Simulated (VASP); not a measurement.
# SnSe2 (P-3m1) in VASP: electric field gradients with r2SCAN

Aim: the electric field gradients of SnSe2 with r2SCAN.

Program: VASP 6.6.1. These are calculated values, not measurements. Logs are shortened: lines on timing, memory, paths and dates and some standing lists are left out, and cuts for length are marked.

## Step 1: The cell of the first run

The structure is trigonal, space group P-3m1 (No. 164). Conventional cell: a = 3.841 Å, b = 3.841 Å, c = 6.526 Å, α = 90.00°, β = 90.00°, γ = 120.00°. Sn (site symmetry -3m) has 6 Se at 2.72 Å within 3.6 Å. Se (site symmetry 3m) has 3 Sn at 2.72 Å within 3.6 Å.

## Step 2: Electric field gradients, r2SCAN

The input, POSCAR:

```
SnSe2
1.0
    3.8409046798      0.0000000000      0.0000000000
   -1.9204523399      3.3263210263      0.0000000000
    0.0000000000      0.0000000000      6.5264200330
Sn Se
1 2
Direct
    0.0000000000      0.0000000000      0.0000000000
    0.3333333333      0.6666666667      0.2411266802
    0.6666666667      0.3333333333      0.7588733198
```

The input, INCAR.step1:

```
ALGO = Normal
EDIFF = 1E-4
ENCUT = 520
GGA = PE
ISMEAR = -1
LASPH = T
LCHARG = F
LREAL = F
LWAVE = T
NBANDS = 20
NELM = 100
PREC = Accurate
SIGMA = 0.02
```

The input, INCAR.step2:

```
ALGO = Normal
EDIFF = 1E-8
ENCUT = 520
ISIF = 2
ISMEAR = -1
ISTART = 1
LASPH = T
LCHARG = F
LEFG = T
LMIXTAU = T
LREAL = F
LWAVE = F
METAGGA = R2SCAN
NBANDS = 20
NELM = 100
PREC = Accurate
SIGMA = 0.02
```

The input, KPOINTS:

```
k-points
0
Gamma
  8 8 4
```

Potentials or basis: VASP PAW PBE potentials, release 64 (Sn_d, Se).

The run is started by

```
$ cat potpaw_PBE.64/Sn_d/POTCAR potpaw_PBE.64/Se/POTCAR > POTCAR
$ cp INCAR.step1 INCAR
$ mpirun -np 1 vasp_std > vasp.out
$ cp INCAR.step2 INCAR
$ mpirun -np 1 vasp_std > vasp.out
```

OUTCAR:

```text
EDIFF = 1E-8
   ENCUT = 520
   ISIF = 2
   ISMEAR = -1
   ISTART = 1
   LASPH = T
   LREAL = F
   METAGGA = R2SCAN
   NELM = 100
   PREC = Accurate

 ion  position               nearest neighbor table
   1  0.000  0.000  0.000-   2 2.72   3 2.72   3 2.72   2 2.72   3 2.72   2 2.72
   2  0.333  0.667  0.241-   1 2.72   1 2.72   1 2.72
   3  0.667  0.333  0.759-   1 2.72   1 2.72   1 2.72

  LATTYP: Found a hexagonal cell.
 ALAT       =     3.8409046798
 C/A-ratio  =     1.6991882322

  Lattice vectors:

 A1 = (   3.8409046798,   0.0000000000,   0.0000000000)
 A2 = (  -1.9204523399,   3.3263210263,   0.0000000000)
 A3 = (   0.0000000000,   0.0000000000,   6.5264200330)

Analysis of symmetry for initial positions (statically):
=====================================================================
 Subroutine PRICEL returns:
 Original cell was already a primitive cell.

 Routine SETGRP: Setting up the symmetry group for a
 hexagonal supercell.

 Subroutine GETGRP returns: Found 12 space group operations
 (whereof 12 operations were pure point group operations)
 out of a pool of 24 trial point group operations.

The static configuration has the point symmetry D_3d.

Analysis of symmetry for dynamics (positions and initial velocities):
=====================================================================
 Subroutine PRICEL returns:
 Original cell was already a primitive cell.

 Routine SETGRP: Setting up the symmetry group for a
 hexagonal supercell.

 Subroutine GETGRP returns: Found 12 space group operations
 (whereof 12 operations were pure point group operations)
 out of a pool of 24 trial point group operations.

The dynamic configuration has the point symmetry D_3d.

 Subroutine INISYM returns: Found 12 space group operations
 (whereof 12 operations are pure point group operations),
 and found     1 'primitive' translations

----------------------------------------------------------------------------------------

                                     Primitive cell

  volume of cell :      83.3821

  direct lattice vectors                    reciprocal lattice vectors
     3.840904680  0.000000000  0.000000000     0.260355329  0.150316219  0.000000000
    -1.920452340  3.326321026  0.000000000     0.000000000  0.300632438  0.000000000
     0.000000000  0.000000000  6.526420033     0.000000000  0.000000000  0.153223359

  length of vectors
     3.840904680  3.840904680  6.526420033     0.300632438  0.300632438  0.153223359

  position of ions in fractional coordinates (direct lattice)
     0.000000000  0.000000000  0.000000000
     0.333333333  0.666666667  0.241126680
     0.666666667  0.333333333  0.758873320

  ion indices of the primitive-cell ions
   primitive index   ion index
                 1           1
                 2           2
                 3           3

----------------------------------------------------------------------------------------

 KPOINTS: k-points

Automatic generation of k-mesh.
 Grid dimensions read from file:
 generate k-points for:    8    8    4

 Generating k-lattice:

  Cartesian coordinates                     Fractional coordinates (reciprocal lattice)
     0.032544416  0.018789527  0.000000000     0.125000000 -0.000000000  0.000000000
     0.000000000  0.037579055  0.000000000     0.000000000  0.125000000  0.000000000
     0.000000000  0.000000000  0.038305840     0.000000000  0.000000000  0.250000000

  Length of vectors
     0.037579055  0.037579055  0.038305840

  Shift w.r.t. Gamma in fractional coordinates (k-lattice)
     0.000000000  0.000000000  0.000000000

 Subroutine IBZKPT returns following result:
 ===========================================

 Found     35 irreducible k-points:

 Following reciprocal coordinates:
            Coordinates               Weight
  0.000000  0.000000  0.000000      1.000000
  0.125000  0.000000  0.000000      6.000000
  0.250000  0.000000  0.000000      6.000000
  0.375000  0.000000  0.000000      6.000000
  0.500000  0.000000  0.000000      3.000000
  0.125000  0.125000  0.000000      6.000000
[... 16 lines left out ...]
 -0.125000  0.500000  0.250000     12.000000
  0.250000  0.250000  0.250000     12.000000
 [... further k-points ...]
   k-points           NKPTS =     35   k-points in BZ     NKDIM =     35   number of bands    NBANDS=     20
   number of dos      NEDOS =    301   number of ions     NIONS =      3
   total plane-waves  NPLWV =  45000
   dimension x,y,z NGX =    30 NGY =   30 NGZ =   50
   dimension x,y,z NGXF=    60 NGYF=   60 NGZF=  100
   ions per type =               1   2
   NGX,Y,Z   is equivalent  to a cutoff of  12.98, 12.98, 12.74 a.u.
   NGXF,Y,Z  is equivalent  to a cutoff of  25.97, 25.97, 25.47 a.u.
 SYSTEM =  unknown system
   PREC   = accura    normal or accurate (medium, high low for compatibility)
   ISTART =      1    job   : 0-new  1-cont  2-samecut
   ICHARG =      0    charge: 1-file 2-atom 10-const
   ISPIN  =      1    spin polarized calculation?
   LNONCOLLINEAR =      F non collinear calculations
   LSORBIT =      F    spin-orbit coupling
   LASPH  =      T    aspherical Exc in radial PAW
   ENCUT  =  520.0 eV  38.22 Ry    6.18 a.u.   7.14  7.14 12.13*2*pi/ulx,y,z
   NELM   =    100;   NELMIN=  2; NELMDL=  0     # of ELM steps
   EDIFF  = 0.1E-07   stopping-criterion for ELM
   LREAL  =      F    real-space projection
   EDIFFG = 0.1E-06   stopping-criterion for IOM
   NSW    =      0    number of steps for IOM
   IBRION =     -1    ionic relax: 0-MD 1-quasi-New 2-CG
   NFREE  =      0    steps in history (QN), initial steepest desc. (CG)
   ISIF   =      2    stress and relaxation
   ISYM   =      2    0-nonsym 1-usesym 2-fastsym
   POTIM  = 0.5000    time-step for ionic-motion
   TEBEG  =    0.0;   TEEND  =   0.0 temperature during run
   PSTRESS=    0.0 pullay stress
   NELECT =      26.0000    total number of electrons
   NUPDOWN=      -1.0000    fix difference up-down
   EMIN   =  10.00;   EMAX   =-10.00  energy-range for DOS
   EFERMI =   0.00;   METHOD = LEGACY
   ISMEAR =    -1;   SIGMA  =   0.02  broadening in eV -4-tet -1-fermi 0-gaus
   EFERMI_NEDOS =   21; number of points for ismear=-14 and -15
   IALGO  =     38    algorithm
   IMIX   =      4    mixing-type and parameters
     AMIX     =   0.40;   BMIX     =  1.00
     AMIX_MAG =   1.60;   BMIX_MAG =  1.00
  volume/ion in A,a.u.               =      27.79       187.56
  Fermi-wavevector in a.u.,A,eV,Ry     =   1.110133  2.097847 16.767758  1.232395
  Thomas-Fermi vector in A             =   2.246681
   LORBIT       =      0    0 simple, 1 ext, 2 COOP (PROOUT), +10 PAW based schemes
   METAGGA = R2SCAN    functional components
   LHFCALC =     F    Hartree Fock is set to
   AEXX    =    0.0000 exact exchange contribution
   IVDW    =     0    specifies the selected vdW correction
   LEPSILON=     F    determine dielectric tensor
   LRPA    =     F    only Hartree local field effects (RPA)
 non-spin polarized calculation
  energy-cutoff  :      520.00
  volume of cell :       83.38
 maximum number of plane-waves:      2269
 NGX is ok and might be reduce to    30
   NGX = 15   NGY = 15   NGZ = 25

 number of electron      25.9999988 magnetization

 Free energy of the ion-electron system (eV)
  ---------------------------------------------------
  ext. energy  EPLUGINS =         0.00000000
  ---------------------------------------------------
  free energy    TOTEN  =       -54.63810444 eV

  energy without entropy =      -54.63810444  energy(sigma->0) =      -54.63810444

 E-fermi :   3.4994     XC(G=0):  -9.5837

 val. band max:        3.0147704279   @ k =   0.1250   0.0000   0.2500
 cond. band min:       4.0483584167   @ k =   0.5000   0.0000   0.5000
 fundamental gap:      1.0335879888
 Fermi energy:         3.4994487500

 k-point     1 :       0.0000    0.0000    0.0000
  band No.  band energies     occupation
      1     -18.7842      2.00000
      2     -18.7842      2.00000
      3     -18.7296      2.00000
      4     -18.7223      2.00000
      5     -18.7223      2.00000
      6     -11.0644      2.00000
[... 12 lines left out ...]
     19      12.5735      0.00000
     20      12.5735      0.00000
[... 507 lines left out ...]
 k-point    24 :       0.2500    0.2500    0.2500
  band No.  band energies     occupation
      1     -18.8203      2.00000
      2     -18.7831      2.00000
      3     -18.7294      2.00000
      4     -18.7159      2.00000
      5     -18.6975      2.00000
      6      -9.5327      2.00000
[... 12 lines left out ...]
     19      11.2164      0.00000
     20      13.1791      0.00000

 [... further k-points ...]
[... 5 lines left out ...]
  --------------------------------------------------------------------------------------
  -------------------------------------------------------------------------------------
  Total        0.0257873      0.0257873      0.0247468     -0.0000000      0.0000000     -0.0000000
  in kB        0.4954997      0.4954997      0.4755071     -0.0000000      0.0000000     -0.0000000
  external PRESSURE =       0.4888355 kB  Pullay stress =       0.0000000 kB

 VOLUME and BASIS-vectors are now :
 -----------------------------------------------------------------------------
  energy-cutoff  :      520.00
  volume of cell :       83.38
      direct lattice vectors                 reciprocal lattice vectors
     3.840904680  0.000000000  0.000000000     0.260355329  0.150316219  0.000000000
    -1.920452340  3.326321026  0.000000000     0.000000000  0.300632438  0.000000000
     0.000000000  0.000000000  6.526420033     0.000000000  0.000000000  0.153223359

 POSITION                                       TOTAL-FORCE (eV/Angst)
 -----------------------------------------------------------------------------------
      0.00000      0.00000      0.00000        -0.000000      0.000000      0.000000
     -0.00000      2.21755      1.57369        -0.000000     -0.000000      0.012152
      1.92045      1.10877      4.95273         0.000000      0.000000     -0.012152
 -----------------------------------------------------------------------------------
    total drift:                                0.000000     -0.000000      0.000000

  FREE ENERGIE OF THE ION-ELECTRON SYSTEM (eV)
  ---------------------------------------------------
  free  energy   TOTEN  =       -54.6381044447 eV

  energy  without entropy=      -54.6381044447  energy(sigma->0) =      -54.63810444

 Electric field gradients (V/A^2)
---------------------------------------------------------------------
 ion       V_xx      V_yy      V_zz      V_xy      V_xz      V_yz
---------------------------------------------------------------------
   1      -1.463    -1.463     2.926     0.000     0.000    -0.000
   2      40.921    40.921   -81.842     0.000    -0.000     0.000
   3      40.921    40.921   -81.842     0.000    -0.000     0.000
---------------------------------------------------------------------

 Electric field gradients after diagonalization (V/A^2)
 (convention: |V_zz| > |V_xx| > |V_yy|)
----------------------------------------------------------------------
 ion       V_xx      V_yy      V_zz     asymmetry (V_yy - V_xx)/ V_zz
----------------------------------------------------------------------
   1      -1.463    -1.463     2.926       0.000
   2      40.921    40.921   -81.842       0.000
   3      40.921    40.921   -81.842       0.000
----------------------------------------------------------------------

           NMR quadrupolar parameters

 Cq : quadrupolar parameter    Cq=e*Q*V_zz/h
 eta: asymmetry parameters     (V_yy - V_xx)/ V_zz
 Q  : nuclear electric quadrupole moment in mb (millibarn)
----------------------------------------------------------------------
 ion       Cq(MHz)       eta       Q (mb)
----------------------------------------------------------------------
   1       0.007       0.000       1.000
   2      -0.198       0.000       1.000
   3      -0.198       0.000       1.000
----------------------------------------------------------------------
```

Run time: 4.2 min. Hardware: 1 thread of Intel Xeon Platinum 8488C (Sapphire Rapids), shared host; peak memory 0.24 GiB.

What came out:

```
Free energy            : -54.6381 eV
Pressure               : 0.0 GPa
Largest force          : 0.012 eV/Å
Band gap on the k mesh : 1.03 eV, indirect (least direct gap 1.46 eV)
```

Forces on the atoms (eV/Å):
```
Sn   0.000  0.000  0.000
Se   0.000  0.000  0.012
Se   0.000  0.000 -0.012
```

Electric field gradients, principal values (V/Å²):
```
atom   least  middle  greatest (by size)
1 Sn  -1.463  -1.463               2.926
2 Se  40.921  40.921             -81.842
3 Se  40.921  40.921             -81.842
```

Caveat: without QUAD_EFG the Cq values of the log hold for a quadrupole moment of 1 mb, not for the nuclei; the PAW data sets were made with another functional, which shifts forces and pressure a little; spin-orbit coupling is left out, which moves the levels of the heavy elements.
